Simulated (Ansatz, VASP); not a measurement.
Two plane-wave programs on Ti

Contents of INCAR:

```
SYSTEM = Ti
PREC     = Accurate       ! precision mode
ENCUT    = 520            ! plane-wave cutoff, eV
EDIFF    = 1E-8           ! SCF threshold, eV
ISMEAR   = -1             ! smearing method
SIGMA    = 0.05           ! smearing width, eV
LREAL    = .False.        ! projectors in reciprocal space
LASPH    = .True.         ! aspherical terms in the spheres
NELM     = 80             ! most SCF steps
ALGO     = Normal         ! electronic algorithm
ISIF     = 2              ! what is computed and relaxed
LWAVE    = .False.        ! write WAVECAR
LCHARG   = .False.        ! write CHGCAR
GGA      = CA             ! functional
LEFG     = .True.       
NBANDS   = 12             ! bands
```

Contents of KPOINTS:

```
Automatic mesh
0
Gamma
  14 14 14
  0 0 0
```

Contents of POSCAR:

```
Ti
1.0
    0.0000000000      2.0434441004      2.0434441004
    2.0434441004      0.0000000000      2.0434441004
    2.0434441004      2.0434441004      0.0000000000
Ti
1
Direct
    0.0000000000      0.0000000000      0.0000000000
```

Input for Ansatz:

```yaml
crystal:
  lattice:
    - [0.0, 2.0434441004, 2.0434441004]
    - [2.0434441004, 0.0, 2.0434441004]
    - [2.0434441004, 2.0434441004, 0.0]
  atoms:
    - { symbol: Ti, position: [0.0, 0.0, 0.0] }
kpoints:
  mp_grid: { grid: [14, 14, 14] }
scf:
  occupations: { method: fermi_dirac, width: 0.05 }
hamiltonian:
  xc: lda
  pseudopotentials: { kind: paw }
output:
  forces: true
  stress: true
  eigenvalues: true
  efg: { contact_densities: true }
  write_density: true
  write_potential: true
  elf: true
  volumetric_format: npy
```

Change from the starting cell: volume scaled by 1.02, PAW files.

Alike in both runs: task electric field gradients; functional LDA; k mesh 14 × 14 × 14; occupations fermi-dirac, width 0.05 eV; no spin polarisation.

|  | VASP | Ansatz |
| --- | --- | --- |
| version | VASP 6.6.1 | Ansatz 0.2.0 |
| potentials or method | VASP PAW LDA potentials, release 64 (Ti_sv) | PAW with Ansatz's default frozen-core files, scalar-relativistic |
| plane-wave cutoff (eV) | 520 | 420 |
| valence electrons in the cell | 12 | 12 |

|  | VASP | Ansatz | Ansatz less VASP |
| --- | --- | --- | --- |
| pressure (GPa) | -7.0 | -6.9 | +0.10 |

LDA's correlation is that of Perdew and Zunger in VASP and of Perdew and Wang (1992) in Ansatz.
